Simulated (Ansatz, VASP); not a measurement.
Two plane-wave programs on Mo

```xyz
4
Lattice="-1.5802 1.5802 -1.5802 -1.5802 -1.5802 1.5802 0.0000 8.4422 8.4422" Properties=species:S:1:pos:R:3 pbc="T T T"
Mo    0.0000    5.5308    5.5308
Mo   -1.5802    0.7901    0.7901
Mo    0.0000    2.3703    2.3703
Mo   -1.5802    3.9505    3.9505
```

Alike in both runs: task single point; functional PBE; k mesh 23 × 23 × 7; occupations gaussian, width 0.15 eV; no spin polarisation.

```csv
,VASP,Ansatz
version,VASP 6.6.1,Ansatz 0.2.0
potentials or method,"VASP PAW PBE potentials, release 64 (Mo_sv), cutoff 520 eV","scalar-relativistic, plane waves, PAW"
valence electrons in the cell,56,56
```

|  | VASP | Ansatz | Ansatz less VASP |
| --- | --- | --- | --- |
| gap on the k mesh at the Fermi level (eV) | none | none | - |
| pressure (GPa) | -7.4 | -7.7 | -0.30 |
| traceless stress, the component that is largest in VASP (GPa) | 0.85 | 0.89 | +0.041 |
| rms of the force components (eV/Å) | 0.306 | 0.310 | +0.0037 |

Atom by atom the forces differ by 0.008 eV/Å (rms over components). A gap of «none» marks a metal or a gap that the smearing closes.
